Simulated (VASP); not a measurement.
# BaS in VASP: single point with PBE

Aim: the single point of BaS with PBE.

Everything below comes from runs of VASP 6.6.1. Logs are shortened: lines on timing, memory, paths and dates and some standing lists are left out, and cuts for length are marked.

**1. The cell of the first run**

The typed cell holds 4 atoms: a = 7.211 Å, b = 4.161 Å, c = 4.157 Å, α = 60.01°, β = 73.24°, γ = 90.05°.

**2. Single point, PBE**

Contents of INCAR:

```
PREC = Accurate ; ENCUT = 520
EDIFF = 1E-6 ; ISMEAR = 0
SIGMA = 0.0313 ; LREAL = False
LASPH = True ; NELM = 80
ALGO = Normal ; ISIF = 2
LWAVE = False ; LCHARG = False
GGA = PE ; NBANDS = 24
```

Contents of KPOINTS:

```
Automatic mesh
0
Gamma
  3 5 5
  0.5 0 0.5
```

Contents of POSCAR:

```
BaS
1.0
   -2.9467159826      5.8868115276      2.9422743231
    2.9425159838     -0.0022720193      2.9425446319
    2.9391967826      2.9390742888      0.0011055413
Ba S
2 2
Direct
    0.0064862398      0.0353004137      1.0037324834
    0.5064830678      0.5352824234      0.0037386082
    0.2564897430      0.7853029776      0.5037078573
    0.7564869494      0.2852981853      0.5037220511
```

Potentials or basis: VASP PAW PBE potentials, release 64 (Ba_sv, S).

Command:

```console
$ cat potpaw_PBE.64/Ba_sv/POTCAR potpaw_PBE.64/S/POTCAR > POTCAR
$ mpirun -np 1 vasp_std > vasp.out
```

OUTCAR:

```text
PREC = Accurate
   ENCUT = 520
   EDIFF = 1E-6
   ISMEAR = 0
   LREAL = False
   LASPH = True
   NELM = 80
   ISIF = 2
   GGA = PE

 ion  position               nearest neighbor table
   1  0.006  0.035  0.004-   3 2.94   4 2.94   4 2.94   4 2.94   3 2.94   3 2.94   2 4.16   2 4.16
                             2 4.16   2 4.16   2 4.16   2 4.16
   2  0.506  0.535  0.004-   4 2.94   3 2.94   3 2.94   3 2.94   4 2.94   4 2.94   1 4.16   1 4.16
                             1 4.16   1 4.16   1 4.16   1 4.16
   3  0.256  0.785  0.504-   1 2.94   2 2.94   2 2.94   2 2.94   1 2.94   1 2.94
   4  0.756  0.285  0.504-   2 2.94   1 2.94   1 2.94   2 2.94   1 2.94   2 2.94

  LATTYP: Found a triclinic cell.
 ALAT       =     4.1613668893
 B/A-ratio  =     0.9996135604
 C/A-ratio  =     1.9998703462
 COS(alpha) =     0.0000391127
 COS(beta)  =     0.4992712542
 COS(gamma) =     0.5009603652

  Lattice vectors:

 A1 = (  -2.9425159838,   0.0022720193,  -2.9425446319)
 A2 = (  -0.0033192012,   2.9413463081,  -2.9414390906)
 A3 = (   0.0041999988,  -5.8845395083,  -5.8848189550)

Analysis of symmetry for initial positions (statically):
=====================================================================
 Subroutine PRICEL returns:
 Original cell was already a primitive cell.

 Routine SETGRP: Setting up the symmetry group for a
 triclinic supercell.

 Subroutine GETGRP returns: Found  1 space group operations
 (whereof  1 operations were pure point group operations)
 out of a pool of  2 trial point group operations.

The static configuration has the point symmetry C_1 .

Analysis of symmetry for dynamics (positions and initial velocities):
=====================================================================
 Subroutine PRICEL returns:
 Original cell was already a primitive cell.

 Routine SETGRP: Setting up the symmetry group for a
 triclinic supercell.

 Subroutine GETGRP returns: Found  1 space group operations
 (whereof  1 operations were pure point group operations)
 out of a pool of  2 trial point group operations.

The dynamic configuration has the point symmetry C_1 .

 Subroutine INISYM returns: Found  1 space group operations
 (whereof  1 operations are pure point group operations),
 and found     1 'primitive' translations

----------------------------------------------------------------------------------------

                                     Primitive cell

  volume of cell :     101.8437

  direct lattice vectors                    reciprocal lattice vectors
    -2.946715983  5.886811528  2.942274323    -0.084917948  0.084889521  0.084982667
     2.942515984 -0.002272019  2.942544632     0.084846219 -0.084945649  0.254930932
     2.939196783  2.939074289  0.001105541     0.170151782  0.170148266 -0.170018749

  length of vectors
     7.210732503  4.161366889  4.156565484     0.147103169  0.281787906  0.294632714

  position of ions in fractional coordinates (direct lattice)
     0.006486240  0.035300414  0.003732483
     0.506483068  0.535282423  0.003738608
     0.256489743  0.785302978  0.503707857
     0.756486949  0.285298185  0.503722051

  ion indices of the primitive-cell ions
   primitive index   ion index
                 1           1
                 2           2
                 3           3
                 4           4

----------------------------------------------------------------------------------------

 KPOINTS: Automatic mesh

Automatic generation of k-mesh.
 Grid dimensions read from file:
 generate k-points for:    3    5    5

 Generating k-lattice:

  Cartesian coordinates                     Fractional coordinates (reciprocal lattice)
    -0.028305983  0.028296507  0.028327556     0.333333333  0.000000000  0.000000000
     0.016969244 -0.016989130  0.050986186     0.000000000  0.200000000 -0.000000000
     0.034030356  0.034029653 -0.034003750     0.000000000 -0.000000000  0.200000000

  Length of vectors
     0.049034390  0.056357581  0.058926543

  Shift w.r.t. Gamma in fractional coordinates (k-lattice)
     0.500000000  0.000000000  0.500000000

 Subroutine IBZKPT returns following result:
 ===========================================

 Found     38 irreducible k-points:

 Following reciprocal coordinates:
            Coordinates               Weight
  0.166667  0.000000  0.100000      2.000000
  0.500000  0.000000  0.100000      2.000000
 -0.166667  0.000000  0.100000      2.000000
  0.166667  0.200000  0.100000      2.000000
  0.500000  0.200000  0.100000      2.000000
 -0.166667  0.200000  0.100000      2.000000
[... 16 lines left out ...]
  0.500000  0.400000  0.300000      2.000000
 -0.166667  0.400000  0.300000      2.000000
 [... further k-points ...]
   k-points           NKPTS =     38   k-points in BZ     NKDIM =     38   number of bands    NBANDS=     24
   number of dos      NEDOS =    301   number of ions     NIONS =      4
   total plane-waves  NPLWV =  55296
   dimension x,y,z NGX =    54 NGY =   32 NGZ =   32
   dimension x,y,z NGXF=   108 NGYF=   64 NGZF=   64
   ions per type =               2   2
   NGX,Y,Z   is equivalent  to a cutoff of  12.45, 12.78, 12.80 a.u.
   NGXF,Y,Z  is equivalent  to a cutoff of  24.90, 25.57, 25.60 a.u.
 SYSTEM =  unknown system
   PREC   = accura    normal or accurate (medium, high low for compatibility)
   ISTART =      0    job   : 0-new  1-cont  2-samecut
   ICHARG =      2    charge: 1-file 2-atom 10-const
   ISPIN  =      1    spin polarized calculation?
   LNONCOLLINEAR =      F non collinear calculations
   LSORBIT =      F    spin-orbit coupling
   LASPH  =      T    aspherical Exc in radial PAW
   ENCUT  =  520.0 eV  38.22 Ry    6.18 a.u.  13.41  7.74  7.73*2*pi/ulx,y,z
   NELM   =     80;   NELMIN=  2; NELMDL= -5     # of ELM steps
   EDIFF  = 0.1E-05   stopping-criterion for ELM
   LREAL  =      F    real-space projection
   EDIFFG = 0.1E-04   stopping-criterion for IOM
   NSW    =      0    number of steps for IOM
   IBRION =     -1    ionic relax: 0-MD 1-quasi-New 2-CG
   NFREE  =      0    steps in history (QN), initial steepest desc. (CG)
   ISIF   =      2    stress and relaxation
   ISYM   =      2    0-nonsym 1-usesym 2-fastsym
   POTIM  = 0.5000    time-step for ionic-motion
   TEBEG  =    0.0;   TEEND  =   0.0 temperature during run
   PSTRESS=    0.0 pullay stress
   NELECT =      32.0000    total number of electrons
   NUPDOWN=      -1.0000    fix difference up-down
   EMIN   =  10.00;   EMAX   =-10.00  energy-range for DOS
   EFERMI =   0.00;   METHOD = LEGACY
   ISMEAR =     0;   SIGMA  =   0.03  broadening in eV -4-tet -1-fermi 0-gaus
   EFERMI_NEDOS =   21; number of points for ismear=-14 and -15
   IALGO  =     38    algorithm
   IMIX   =      4    mixing-type and parameters
     AMIX     =   0.40;   BMIX     =  1.00
     AMIX_MAG =   1.60;   BMIX_MAG =  1.00
  volume/ion in A,a.u.               =      25.46       171.82
  Fermi-wavevector in a.u.,A,eV,Ry     =   1.112961  2.103192 16.853304  1.238683
  Thomas-Fermi vector in A             =   2.249541
   LORBIT       =      0    0 simple, 1 ext, 2 COOP (PROOUT), +10 PAW based schemes
   GGA     = PE    functional components
   LHFCALC =     F    Hartree Fock is set to
   AEXX    =    0.0000 exact exchange contribution
   IVDW    =     0    specifies the selected vdW correction
   LEPSILON=     F    determine dielectric tensor
   LRPA    =     F    only Hartree local field effects (RPA)
 non-spin polarized calculation
 Gauss-broadening in eV      SIGMA  =   0.03
  energy-cutoff  :      520.00
  volume of cell :      101.84
 maximum number of plane-waves:      2765
 NGX is ok and might be reduce to    54
   NGX = 27   NGY = 15   NGZ = 15

 number of electron      32.0000001 magnetization

 Free energy of the ion-electron system (eV)
  ---------------------------------------------------
  ext. energy  EPLUGINS =         0.00000000
  ---------------------------------------------------
  free energy    TOTEN  =       -18.68157738 eV

  energy without entropy =      -18.68157738  energy(sigma->0) =      -18.68157738

 E-fermi :   3.1225     XC(G=0):  -9.7012

 val. band max:        2.9110357910   @ k =   0.1667   0.0000   0.5000
 cond. band min:       4.7023062153   @ k =   0.1667   0.0000   0.5000
 fundamental gap:      1.7912704242
 Fermi energy:         3.1224942701

 k-point     1 :       0.1667    0.0000    0.1000
  band No.  band energies     occupation
      1     -22.4860      2.00000
      2     -22.3495      2.00000
      3      -9.9007      2.00000
      4      -8.3860      2.00000
      5      -7.6612      2.00000
      6      -7.5441      2.00000
[... 16 lines left out ...]
     23       9.0634      0.00000
     24       9.3488      0.00000

 k-point     2 :       0.5000    0.0000    0.1000
  band No.  band energies     occupation
      1     -22.4334      2.00000
      2     -22.4037      2.00000
      3      -9.4624      2.00000
      4      -9.1372      2.00000
      5      -7.6584      2.00000
      6      -7.5744      2.00000
[... 16 lines left out ...]
     23       9.1333      0.00000
     24       9.1689      0.00000

 k-point     3 :      -0.1667    0.0000    0.1000
  band No.  band energies     occupation
      1     -22.4714      2.00000
      2     -22.3647      2.00000
      3      -9.7773      2.00000
      4      -8.6871      2.00000
      5      -7.5928      2.00000
      6      -7.5907      2.00000
[... 16 lines left out ...]
     23       9.1884      0.00000
     24       9.5505      0.00000
[... 514 lines left out ...]
 k-point    23 :       0.5000    0.4000    0.3000
  band No.  band energies     occupation
      1     -22.3597      2.00000
      2     -22.3351      2.00000
      3      -9.7308      2.00000
      4      -9.1032      2.00000
      5      -7.9452      2.00000
      6      -7.8666      2.00000
[... 16 lines left out ...]
     23      10.4928      0.00000
     24      11.1322      0.00000

 k-point    24 :      -0.1667    0.4000    0.3000
  band No.  band energies     occupation
      1     -22.3710      2.00000
      2     -22.3238      2.00000
      3      -9.4819      2.00000
      4      -9.3158      2.00000
      5      -8.1501      2.00000
      6      -7.8324      2.00000
[... 16 lines left out ...]
     23      10.2649      0.00000
     24      10.3382      0.00000

 [... further k-points ...]
[... 5 lines left out ...]
  --------------------------------------------------------------------------------------
  -------------------------------------------------------------------------------------
  Total       13.6760621     13.6652464     13.6752741      0.0004490      0.0050897      0.0056915
  in kB      215.1480378    214.9778869    215.1356400      0.0070642      0.0800702      0.0895372
  external PRESSURE =     215.0871882 kB  Pullay stress =       0.0000000 kB

 VOLUME and BASIS-vectors are now :
 -----------------------------------------------------------------------------
  energy-cutoff  :      520.00
  volume of cell :      101.84
      direct lattice vectors                 reciprocal lattice vectors
    -2.946715983  5.886811528  2.942274323    -0.084917948  0.084889521  0.084982667
     2.942515984 -0.002272019  2.942544632     0.084846219 -0.084945649  0.254930932
     2.939196783  2.939074289  0.001105541     0.170151782  0.170148266 -0.170018749

 POSITION                                       TOTAL-FORCE (eV/Angst)
 -----------------------------------------------------------------------------------
      0.09573      0.04907      0.12296        -0.000264     -0.000263     -0.000078
      0.09360      2.99134      3.06531        -0.000183     -0.000161      0.000456
      3.03546      2.98856      3.06601         0.000368      0.000284     -0.000290
      0.09088      5.93312      3.06585         0.000078      0.000140     -0.000088
 -----------------------------------------------------------------------------------
    total drift:                                0.000167     -0.000048     -0.000125

  FREE ENERGIE OF THE ION-ELECTRON SYSTEM (eV)
  ---------------------------------------------------
  free  energy   TOTEN  =       -18.6815773789 eV

  energy  without entropy=      -18.6815773789  energy(sigma->0) =      -18.68157738
```

It took 1.7 min on 1 thread of AMD EPYC 7R43 (Zen 3), shared host; peak memory 0.22 GiB.

Results:

```
Free energy            : -18.6816 eV
Pressure               : 21.5 GPa
Band gap on the k mesh : 1.79 eV
```

Caveat: spin-orbit coupling is left out, which moves the levels of the heavy elements. PBE gaps usually lie below the measured ones, often by a third to a half.
